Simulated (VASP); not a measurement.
# AlRu (Pm-3m) in VASP: further runs, part 2 of 2

VASP 6.6.1. The steps go on from the part before.

### 5 Single point, LDA (volume scaled by 1.06)

INCAR reads:

```
SYSTEM = AlRu
PREC     = Accurate       ! precision mode
ENCUT    = 520            ! plane-wave cutoff, eV
EDIFF    = 1E-6           ! SCF threshold, eV
ISMEAR   = -1             ! smearing method
SIGMA    = 0.05           ! smearing width, eV
LREAL    = .False.        ! projectors in reciprocal space
LASPH    = .True.         ! aspherical terms in the spheres
NELM     = 80             ! most SCF steps
ALGO     = Normal         ! electronic algorithm
ISIF     = 2              ! what is computed and relaxed
LWAVE    = .False.        ! write WAVECAR
LCHARG   = .False.        ! write CHGCAR
GGA      = CA             ! functional
NBANDS   = 16             ! bands
```

KPOINTS reads:

```
Automatic mesh
0
Gamma
  9 9 9
  0 0 0
```

POSCAR reads:

```
AlRu
1.0
    3.0502737196      0.0000000000      0.0000000000
    0.0000000000      3.0502737196      0.0000000000
    0.0000000000      0.0000000000      3.0502737196
Ru Al
1 1
Direct
    0.5000000000      0.5000000000      0.5000000000
    0.0000000000      0.0000000000      0.0000000000
```

Potentials or basis: VASP PAW LDA potentials, release 64 (Ru_pv, Al).

Started as:

```sh
> cat potpaw_LDA.64/Ru_pv/POTCAR potpaw_LDA.64/Al/POTCAR > POTCAR
> mpirun -np 1 vasp_std > vasp.out
```

OUTCAR:

```text
SYSTEM = AlRu
   PREC = Accurate
   ENCUT = 520
   EDIFF = 1E-6
   ISMEAR = -1
   LREAL = .False.
   LASPH = .True.
   NELM = 80
   ISIF = 2
   GGA = CA

 ion  position               nearest neighbor table
   1  0.500  0.500  0.500-   2 2.64   2 2.64   2 2.64   2 2.64   2 2.64   2 2.64   2 2.64   2 2.64

   2  0.000  0.000  0.000-   1 2.64   1 2.64   1 2.64   1 2.64   1 2.64   1 2.64   1 2.64   1 2.64

  LATTYP: Found a simple cubic cell.
 ALAT       =     3.0502737196

  Lattice vectors:

 A1 = (   3.0502737196,   0.0000000000,   0.0000000000)
 A2 = (   0.0000000000,   3.0502737196,   0.0000000000)
 A3 = (   0.0000000000,   0.0000000000,   3.0502737196)

Analysis of symmetry for initial positions (statically):
=====================================================================
 Subroutine PRICEL returns:
 Original cell was already a primitive cell.

 Routine SETGRP: Setting up the symmetry group for a
 simple cubic supercell.

 Subroutine GETGRP returns: Found 48 space group operations
[... 9 lines left out ...]

 Routine SETGRP: Setting up the symmetry group for a
 simple cubic supercell.

 Subroutine GETGRP returns: Found 48 space group operations
[... 11 lines left out ...]
                                     Primitive cell

  volume of cell :      28.3803

  direct lattice vectors                    reciprocal lattice vectors
     3.050273720  0.000000000  0.000000000     0.327839431  0.000000000  0.000000000
     0.000000000  3.050273720  0.000000000     0.000000000  0.327839431  0.000000000
     0.000000000  0.000000000  3.050273720     0.000000000  0.000000000  0.327839431

  length of vectors
     3.050273720  3.050273720  3.050273720     0.327839431  0.327839431  0.327839431

  position of ions in fractional coordinates (direct lattice)
     0.500000000  0.500000000  0.500000000
     0.000000000  0.000000000  0.000000000

  ion indices of the primitive-cell ions
   primitive index   ion index
                 1           1
                 2           2

----------------------------------------------------------------------------------------

 KPOINTS: Automatic mesh

Automatic generation of k-mesh.
 Grid dimensions read from file:
 generate k-points for:    9    9    9

 Generating k-lattice:

  Cartesian coordinates                     Fractional coordinates (reciprocal lattice)
     0.036426603  0.000000000  0.000000000     0.111111111  0.000000000  0.000000000
     0.000000000  0.036426603  0.000000000     0.000000000  0.111111111  0.000000000
     0.000000000  0.000000000  0.036426603     0.000000000  0.000000000  0.111111111

  Length of vectors
     0.036426603  0.036426603  0.036426603

  Shift w.r.t. Gamma in fractional coordinates (k-lattice)
     0.000000000  0.000000000  0.000000000

 Subroutine IBZKPT returns following result:
 ===========================================

 Found     35 irreducible k-points:

 Following reciprocal coordinates:
            Coordinates               Weight
  0.000000  0.000000  0.000000      1.000000
  0.111111  0.000000  0.000000      6.000000
  0.222222  0.000000  0.000000      6.000000
  0.333333  0.000000  0.000000      6.000000
  0.444444  0.000000  0.000000      6.000000
  0.111111  0.111111  0.000000     12.000000
[... 16 lines left out ...]
  0.333333  0.333333  0.111111     24.000000
  0.444444  0.333333  0.111111     48.000000
 [... further k-points ...]
   k-points           NKPTS =     35   k-points in BZ     NKDIM =     35   number of bands    NBANDS=     16
   number of dos      NEDOS =    301   number of ions     NIONS =      2
   total plane-waves  NPLWV =  13824
   dimension x,y,z NGX =    24 NGY =   24 NGZ =   24
   dimension x,y,z NGXF=    48 NGYF=   48 NGZF=   48
   ions per type =               1   1
   NGX,Y,Z   is equivalent  to a cutoff of  13.08, 13.08, 13.08 a.u.
   NGXF,Y,Z  is equivalent  to a cutoff of  26.16, 26.16, 26.16 a.u.
 SYSTEM =  AlRu
   PREC   = accura    normal or accurate (medium, high low for compatibility)
   ISTART =      0    job   : 0-new  1-cont  2-samecut
   ICHARG =      2    charge: 1-file 2-atom 10-const
   ISPIN  =      1    spin polarized calculation?
   LNONCOLLINEAR =      F non collinear calculations
   LSORBIT =      F    spin-orbit coupling
   LASPH  =      T    aspherical Exc in radial PAW
   ENCUT  =  520.0 eV  38.22 Ry    6.18 a.u.   5.67  5.67  5.67*2*pi/ulx,y,z
   NELM   =     80;   NELMIN=  2; NELMDL= -5     # of ELM steps
   EDIFF  = 0.1E-05   stopping-criterion for ELM
   LREAL  =      F    real-space projection
   EDIFFG = 0.1E-04   stopping-criterion for IOM
   NSW    =      0    number of steps for IOM
   IBRION =     -1    ionic relax: 0-MD 1-quasi-New 2-CG
   NFREE  =      0    steps in history (QN), initial steepest desc. (CG)
   ISIF   =      2    stress and relaxation
   ISYM   =      2    0-nonsym 1-usesym 2-fastsym
   POTIM  = 0.5000    time-step for ionic-motion
   TEBEG  =    0.0;   TEEND  =   0.0 temperature during run
   PSTRESS=    0.0 pullay stress
   NELECT =      17.0000    total number of electrons
   NUPDOWN=      -1.0000    fix difference up-down
   EMIN   =  10.00;   EMAX   =-10.00  energy-range for DOS
   EFERMI =   0.00;   METHOD = LEGACY
   ISMEAR =    -1;   SIGMA  =   0.05  broadening in eV -4-tet -1-fermi 0-gaus
   EFERMI_NEDOS =   21; number of points for ismear=-14 and -15
   IALGO  =     38    algorithm
   IMIX   =      4    mixing-type and parameters
     AMIX     =   0.40;   BMIX     =  1.00
     AMIX_MAG =   1.60;   BMIX_MAG =  1.00
  volume/ion in A,a.u.               =      14.19        95.76
  Fermi-wavevector in a.u.,A,eV,Ry     =   1.380021  2.607861 25.911719  1.904458
  Thomas-Fermi vector in A             =   2.504937
   LORBIT       =      0    0 simple, 1 ext, 2 COOP (PROOUT), +10 PAW based schemes
   GGA     = CA    functional components
   LHFCALC =     F    Hartree Fock is set to
   AEXX    =    0.0000 exact exchange contribution
   IVDW    =     0    specifies the selected vdW correction
   LEPSILON=     F    determine dielectric tensor
   LRPA    =     F    only Hartree local field effects (RPA)
 non-spin polarized calculation
  energy-cutoff  :      520.00
  volume of cell :       28.38
 maximum number of plane-waves:       784
 NGX is ok and might be reduce to    24
   NGX = 11   NGY = 11   NGZ = 11

 number of electron      17.0000005 magnetization

 Free energy of the ion-electron system (eV)
  ---------------------------------------------------
  ext. energy  EPLUGINS =         0.00000000
  ---------------------------------------------------
  free energy    TOTEN  =       -16.03583015 eV

  energy without entropy =      -16.01955745  energy(sigma->0) =      -16.02769380

 E-fermi :   9.6384     XC(G=0): -12.4989

 val. band max:        9.6263738131   @ k =   0.4444   0.4444   0.1111
 cond. band min:       9.6398838419   @ k =   0.4444   0.1111   0.1111
 fundamental gap:      0.0135100287
 Fermi energy:         9.6384320958

 k-point     1 :       0.0000    0.0000    0.0000
  band No.  band energies     occupation
      1     -31.8683      2.00000
      2     -31.8683      2.00000
      3     -31.8683      2.00000
      4       0.3871      2.00000
      5       6.4169      2.00000
      6       6.4169      2.00000
[... 8 lines left out ...]
     15      21.3404      0.00000
     16      23.5250      0.00000

 k-point     2 :       0.1111    0.0000    0.0000
  band No.  band energies     occupation
      1     -31.8884      2.00000
      2     -31.8666      2.00000
      3     -31.8666      2.00000
      4       0.6116      2.00000
      5       6.4814      2.00000
      6       6.4918      2.00000
[... 8 lines left out ...]
     15      21.3417      0.00000
     16      24.3169      0.00000

 k-point     3 :       0.2222    0.0000    0.0000
  band No.  band energies     occupation
      1     -31.9391      2.00000
      2     -31.8623      2.00000
      3     -31.8623      2.00000
      4       1.2631      2.00000
      5       6.5085      2.00000
      6       6.6915      2.00000
[... 8 lines left out ...]
     15      21.8289      0.00000
     16      26.0381      0.00000
[... 362 lines left out ...]
 k-point    23 :       0.3333    0.3333    0.1111
  band No.  band energies     occupation
      1     -31.9811      2.00000
      2     -31.9786      2.00000
      3     -31.8657      2.00000
      4       3.6919      2.00000
      5       6.2654      2.00000
      6       7.3810      2.00000
[... 8 lines left out ...]
     15      22.5982      0.00000
     16      23.7224      0.00000

 k-point    24 :       0.4444    0.3333    0.1111
  band No.  band energies     occupation
      1     -32.0158      2.00000
      2     -31.9756      2.00000
      3     -31.8624      2.00000
      4       4.1342      2.00000
      5       6.1534      2.00000
      6       7.3643      2.00000
[... 8 lines left out ...]
     15      22.2168      0.00000
     16      22.7680      0.00000

 [... further k-points ...]
[... 5 lines left out ...]
  --------------------------------------------------------------------------------------
  -------------------------------------------------------------------------------------
  Total       -3.1507124     -3.1507124     -3.1507124     -0.0000000     -0.0000000      0.0000000
  in kB     -177.8700835   -177.8700835   -177.8700835     -0.0000000     -0.0000000      0.0000000
  external PRESSURE =    -177.8700835 kB  Pullay stress =       0.0000000 kB

 VOLUME and BASIS-vectors are now :
 -----------------------------------------------------------------------------
  energy-cutoff  :      520.00
  volume of cell :       28.38
      direct lattice vectors                 reciprocal lattice vectors
     3.050273720  0.000000000  0.000000000     0.327839431  0.000000000  0.000000000
     0.000000000  3.050273720  0.000000000     0.000000000  0.327839431  0.000000000
     0.000000000  0.000000000  3.050273720     0.000000000  0.000000000  0.327839431

 POSITION                                       TOTAL-FORCE (eV/Angst)
 -----------------------------------------------------------------------------------
      1.52514      1.52514      1.52514         0.000000      0.000000      0.000000
      0.00000      0.00000      0.00000         0.000000      0.000000      0.000000
 -----------------------------------------------------------------------------------
    total drift:                                0.000000     -0.000000     -0.000000

  FREE ENERGIE OF THE ION-ELECTRON SYSTEM (eV)
  ---------------------------------------------------
  free  energy   TOTEN  =       -16.0358301458 eV

  energy  without entropy=      -16.0195574453  energy(sigma->0) =      -16.02769380
```

It took 4.1 s on 1 thread of Intel Xeon 6975P-C (Granite Rapids), shared host; peak memory 0.13 GiB.

Results:

```yaml
Free_energy: -16.0358 eV
Pressure: -17.8 GPa
```

### 6 Summary

| level | potentials or basis | cell | gap on the mesh (eV) | pressure (GPa) |
| --- | --- | --- | --- | --- |
| PBEsol | VASP PAW PBE potentials, release 64 (Ru_pv, Al) | a = 2.951 Å, 2 atoms | none | 5.9 |
| LDA | VASP PAW LDA potentials, release 64 (Ru_pv, Al) | a = 2.972 Å, 2 atoms | none | -3.5 |
| PBEsol | VASP PAW PBE potentials, release 64 (Ru_pv, Al) | a = 3.031 Å, 2 atoms | none | -10.7 |
| LDA | VASP PAW LDA potentials, release 64 (Ru_pv, Al) | a = 3.050 Å, 2 atoms | none | -17.8 |

Alike in all rows: task single point; no spin polarisation; k mesh 9 × 9 × 9; cutoff (eV) 520; smearing fermi-dirac 0.05 eV.

Caveats: the PAW data sets were made with another functional, which shifts forces and pressure a little (some runs).

Absolute energies hang on the potentials; compare differences alone.
